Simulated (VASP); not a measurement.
# Ga2Se (P6_3/mmc) in VASP: relaxation of cell and atoms with PBE

Aim: the relaxation of cell and atoms of Ga2Se with PBE.

Program: VASP 6.6.1. These are calculated values, not measurements. Logs are shortened: lines on timing, memory, paths and dates and some standing lists are left out, and cuts for length are marked.

### Step 1. The cell of the first run

It takes space group P6_3/mmc (No. 194, hexagonal). Conventional cell: a = 3.736 Å, b = 3.736 Å, c = 10.924 Å, α = 90.00°, β = 90.00°, γ = 120.00°. Ga (site symmetry 3m) has 4 Se at 2.77 to 3.72 Å and 10 Ga at 2.93 to 3.74 Å within 3.8 Å. Se (site symmetry -6m2) has 8 Ga at 2.77 to 3.72 Å and 6 Se at 3.74 Å within 3.8 Å.

### Step 2. Relaxation of cell and atoms, PBE

Contents of INCAR:

```
PREC = Accurate ; ENCUT = 600
EDIFF = 1E-6 ; ISMEAR = 0
SIGMA = 0.1 ; LREAL = F
LASPH = T ; NELM = 60
ALGO = Normal ; ISIF = 3
LWAVE = F ; LCHARG = F
GGA = PE ; IBRION = 2
NSW = 100 ; EDIFFG = -0.01
```

Contents of KPOINTS:

```
regular mesh
0
Gamma
  12 12 4
```

Contents of POSCAR:

```
Ga2Se
1.0
    3.7359501680      0.0000000000      0.0000000000
   -1.8679750840      3.2354277527      0.0000000000
    0.0000000000      0.0000000000     10.9240063788
Ga Se
4 2
Direct
    0.3333333333      0.6666666667      0.5908705141
    0.6666666667      0.3333333333      0.0908705141
    0.3333333333      0.6666666667      0.9091294859
    0.6666666667      0.3333333333      0.4091294859
    0.3333333333      0.6666666667      0.2500000000
    0.6666666667      0.3333333333      0.7500000000
```

Potentials or basis: VASP PAW PBE potentials, release 64 (Ga_d, Se).

Command:

```
cat potpaw_PBE.64/Ga_d/POTCAR potpaw_PBE.64/Se/POTCAR > POTCAR
mpirun -np 1 vasp_std > vasp.out
```

OUTCAR:

```text
PREC = Accurate
   ENCUT = 600
   EDIFF = 1E-6
   ISMEAR = 0
   LREAL = F
   LASPH = T
   NELM = 60
   ISIF = 3
   GGA = PE
   IBRION = 2
   NSW = 100
   EDIFFG = -0.01

 ion  position               nearest neighbor table
   1  0.333  0.667  0.591-   6 2.77   6 2.77   6 2.77
   2  0.667  0.333  0.091-   5 2.77   5 2.77   5 2.77
   3  0.333  0.667  0.909-   6 2.77   6 2.77   6 2.77
   4  0.667  0.333  0.409-   5 2.77   5 2.77   5 2.77
   5  0.333  0.667  0.250-   2 2.77   4 2.77   2 2.77   4 2.77   2 2.77   4 2.77
   6  0.667  0.333  0.750-   1 2.77   3 2.77   1 2.77   3 2.77   1 2.77   3 2.77

  LATTYP: Found a hexagonal cell.
 ALAT       =     3.7359501680
 C/A-ratio  =     2.9240235784

  Lattice vectors:

 A1 = (   3.7359501680,   0.0000000000,   0.0000000000)
 A2 = (  -1.8679750840,   3.2354277527,   0.0000000000)
 A3 = (   0.0000000000,   0.0000000000,  10.9240063788)

Analysis of symmetry for initial positions (statically):
=====================================================================
 Subroutine PRICEL returns:
 Original cell was already a primitive cell.

 Routine SETGRP: Setting up the symmetry group for a
 hexagonal supercell.

 Subroutine GETGRP returns: Found 24 space group operations
 (whereof 12 operations were pure point group operations)
 out of a pool of 24 trial point group operations.

The static configuration has the point symmetry D_3d.
 The point group associated with its full space group is D_6h.

Analysis of symmetry for dynamics (positions and initial velocities):
=====================================================================
 Subroutine PRICEL returns:
 Original cell was already a primitive cell.

 Routine SETGRP: Setting up the symmetry group for a
 hexagonal supercell.

 Subroutine GETGRP returns: Found 24 space group operations
 (whereof 12 operations were pure point group operations)
 out of a pool of 24 trial point group operations.

The dynamic configuration has the point symmetry D_3d.
 The point group associated with its full space group is D_6h.

 Subroutine INISYM returns: Found 24 space group operations
 (whereof 12 operations are pure point group operations),
 and found     1 'primitive' translations

[... 108 lines left out ...]
   ISIF   =      3    stress and relaxation
   ISYM   =      2    0-nonsym 1-usesym 2-fastsym
   POTIM  = 0.5000    time-step for ionic-motion
   TEBEG  =    0.0;   TEEND  =   0.0 temperature during run
   PSTRESS=    0.0 pullay stress
   NELECT =      64.0000    total number of electrons
   NUPDOWN=      -1.0000    fix difference up-down
   EMIN   =  10.00;   EMAX   =-10.00  energy-range for DOS
   EFERMI =   0.00;   METHOD = LEGACY
   ISMEAR =     0;   SIGMA  =   0.10  broadening in eV -4-tet -1-fermi 0-gaus
   EFERMI_NEDOS =   21; number of points for ismear=-14 and -15
   IALGO  =     38    algorithm
   IMIX   =      4    mixing-type and parameters
     AMIX     =   0.40;   BMIX     =  1.00
     AMIX_MAG =   1.60;   BMIX_MAG =  1.00
  volume/ion in A,a.u.               =      22.01       148.51
  Fermi-wavevector in a.u.,A,eV,Ry     =   1.285967  2.430126 22.500115  1.653712
  Thomas-Fermi vector in A             =   2.418070
   LORBIT       =      0    0 simple, 1 ext, 2 COOP (PROOUT), +10 PAW based schemes
   GGA     = PE    functional components
   LHFCALC =     F    Hartree Fock is set to
   AEXX    =    0.0000 exact exchange contribution
   IVDW    =     0    specifies the selected vdW correction
   LEPSILON=     F    determine dielectric tensor
   LRPA    =     F    only Hartree local field effects (RPA)
 conjugate gradient relaxation of ions
 non-spin polarized calculation
 Gauss-broadening in eV      SIGMA  =   0.10
  energy-cutoff  :      600.00
  volume of cell :      132.04
 maximum number of plane-waves:      4453
 NGX is ok and might be reduce to    30
   NGX = 15   NGY = 15   NGZ = 43

--------------------------------------- Ionic step        1  -------------------------------------------

 number of electron      64.0000032 magnetization

 Free energy of the ion-electron system (eV)
  ---------------------------------------------------
  ext. energy  EPLUGINS =         0.00000000
  ---------------------------------------------------
  free energy    TOTEN  =       -19.78061411 eV

  energy without entropy =      -19.77266093  energy(sigma->0) =      -19.77663752

------------------------ aborting loop because EDIFF is reached ----------------------------------------

  FORCE on cell =-STRESS in cart. coord.  units (eV):
  Direction    XX          YY          ZZ          XY          YZ          ZX
  --------------------------------------------------------------------------------------
  -------------------------------------------------------------------------------------
  Total        0.3174283      0.3174283      0.4473465      0.0000000      0.0000000      0.0000000
  in kB        3.8516023      3.8516023      5.4280011      0.0000000      0.0000000      0.0000000
  external PRESSURE =       4.3770685 kB  Pullay stress =       0.0000000 kB
[... 267 lines left out ...]
--------------------------------------- Ionic step        8  -------------------------------------------

 number of electron      64.0000017 magnetization

 Free energy of the ion-electron system (eV)
  ---------------------------------------------------
  ext. energy  EPLUGINS =         0.00000000
  ---------------------------------------------------
  free energy    TOTEN  =       -19.78409770 eV

  energy without entropy =      -19.77640587  energy(sigma->0) =      -19.78025178

 E-fermi :   4.5338     XC(G=0): -10.0512

 val. band max:        4.5295153917   @ k =   0.1667   0.0833   0.0000
 cond. band min:       4.5797919902   @ k =   0.3333   0.3333   0.2500
 fundamental gap:      0.0502765985
 Fermi energy:         4.5338091842

 k-point     1 :       0.0000    0.0000    0.0000
  band No.  band energies     occupation
      1     -10.5272      2.00000
      2     -10.5272      2.00000
      3     -10.5187      2.00000
      4     -10.5187      2.00000
      5     -10.5030      2.00000
      6     -10.4941      2.00000
[... 973 lines left out ...]
     37       7.6953      0.00000
     38       7.8038      0.00000

 [... further k-points ...]

------------------------ aborting loop because EDIFF is reached ----------------------------------------

  FORCE on cell =-STRESS in cart. coord.  units (eV):
  Direction    XX          YY          ZZ          XY          YZ          ZX
  --------------------------------------------------------------------------------------
  -------------------------------------------------------------------------------------
  Total        0.0026678      0.0026678      0.0198699     -0.0000000      0.0000000      0.0000000
  in kB        0.0321575      0.0321575      0.2395060     -0.0000000      0.0000000      0.0000000
  external PRESSURE =       0.1012737 kB  Pullay stress =       0.0000000 kB
[... 21 lines left out ...]
  FREE ENERGIE OF THE ION-ELECTRON SYSTEM (eV)
  ---------------------------------------------------
  free  energy   TOTEN  =       -19.7840976969 eV

  energy  without entropy=      -19.7764058689  energy(sigma->0) =      -19.78025178

 reached required accuracy - stopping structural energy minimisation
```

CONTCAR:

```text
Ga2Se
   1.00000000000000
     3.7484786424197996   -0.0000000000000000   -0.0000000000000000
    -1.8742393212098998    3.2462777298175993    0.0000000000000000
     0.0000000000000000    0.0000000000000000   10.9231592089059344
  Ga              Se
     4     2
Direct
     0.3333333332999970    0.6666666667000030    0.5896970259078602
     0.6666666667000030    0.3333333332999970    0.0896970259078602
     0.3333333332999970    0.6666666667000030    0.9103029740921398
     0.6666666667000030    0.3333333332999970    0.4103029740921397
     0.3333333332999970    0.6666666667000030    0.2500000000000000
     0.6666666667000030    0.3333333332999970    0.7500000000000000

  0.00000000E+00  0.00000000E+00  0.00000000E+00
  0.00000000E+00  0.00000000E+00  0.00000000E+00
  0.00000000E+00  0.00000000E+00  0.00000000E+00
  0.00000000E+00  0.00000000E+00  0.00000000E+00
  0.00000000E+00  0.00000000E+00  0.00000000E+00
  0.00000000E+00  0.00000000E+00  0.00000000E+00
```

Wall time 26 min (1 thread of Intel Xeon 8259CL, shared host); peak memory 0.48 GiB.

What came out:

- Free energy: -19.7841 eV
- Relaxed volume: 22.15 Å³/atom
- Relaxed cell: a = 3.748 Å, b = 3.748 Å, c = 10.923 Å, α = 90.00°, β = 90.00°, γ = 120.00°
- Space group after relaxing (to 0.1 Å): P6_3/mmc (No. 194)
- Energy gained by relaxing: 0.6 meV/atom
- Ionic steps: 8
- Pressure after relaxing: 0.0 GPa
- Band gap on the k mesh: zero (bands 32 and 33 overlap by 3.20 eV)

Forces in eV/Å, atoms in the order of the input:
```
Ga   0.000  0.000 -0.002
Ga   0.000  0.000 -0.002
Ga   0.000  0.000  0.002
Ga   0.000  0.000  0.002
Se   0.000  0.000  0.000
Se   0.000  0.000  0.000
```

Step by step:
```tsv
step	energy change (eV)	largest force (eV/Å)	pressure (GPa)	volume (Å³)
1	0.0000	0.1031	0.44	132.04
2	-0.0027	0.0263	-0.04	133.20
3	-0.0027	0.0240	-0.06	133.22
4	-0.0030	0.0222	-0.06	133.16
5	-0.0034	0.0158	0.01	133.00
6	-0.0034	0.0166	-0.08	133.02
7	-0.0034	0.0158	-0.01	133.01
8	-0.0035	0.0020	0.01	132.92
```

Final structure:
```cif
data_structure
_symmetry_space_group_name_H-M 'P 1'
_symmetry_Int_Tables_number 1
_cell_length_a 3.7485
_cell_length_b 3.7485
_cell_length_c 10.9232
_cell_angle_alpha 90.000
_cell_angle_beta 90.000
_cell_angle_gamma 120.000
_cell_volume 132.92
loop_
_atom_site_label
_atom_site_type_symbol
_atom_site_fract_x
_atom_site_fract_y
_atom_site_fract_z
_atom_site_occupancy
Ga1 Ga 0.33333 0.66667 0.58970 1
Ga2 Ga 0.66667 0.33333 0.08970 1
Ga3 Ga 0.33333 0.66667 0.91030 1
Ga4 Ga 0.66667 0.33333 0.41030 1
Se1 Se 0.33333 0.66667 0.25000 1
Se2 Se 0.66667 0.33333 0.75000 1
```

Levels at points of the mesh, in eV from the Fermi level:
| k point | band 28 | band 29 | band 30 | band 31 | band 32 | band 33 | band 34 | band 35 | band 36 | band 37 |
| --- | --- | --- | --- | --- | --- | --- | --- | --- | --- | --- |
| (0.00, 0.00, 0.00) | -1.37 | -1.37 | -1.25 | -1.25 | 1.34 | 2.34 | 3.89 | 3.89 | 4.10 | 4.10 |
| (0.50, 0.00, 0.00) | -3.74 | -2.64 | -2.41 | -2.37 | -1.85 | 0.12 | 1.39 | 1.62 | 2.37 | 2.48 |
| (0.00, 0.00, 0.50) | -1.31 | -1.31 | -1.31 | 0.11 | 0.11 | 3.47 | 3.47 | 3.99 | 3.99 | 3.99 |
| (0.50, 0.00, 0.50) | -3.94 | -2.51 | -2.51 | -1.77 | -1.77 | 0.56 | 0.56 | 2.06 | 2.06 | 2.30 |

The gap in the log of VASP goes by the Fermi energy; the results here count the filled bands.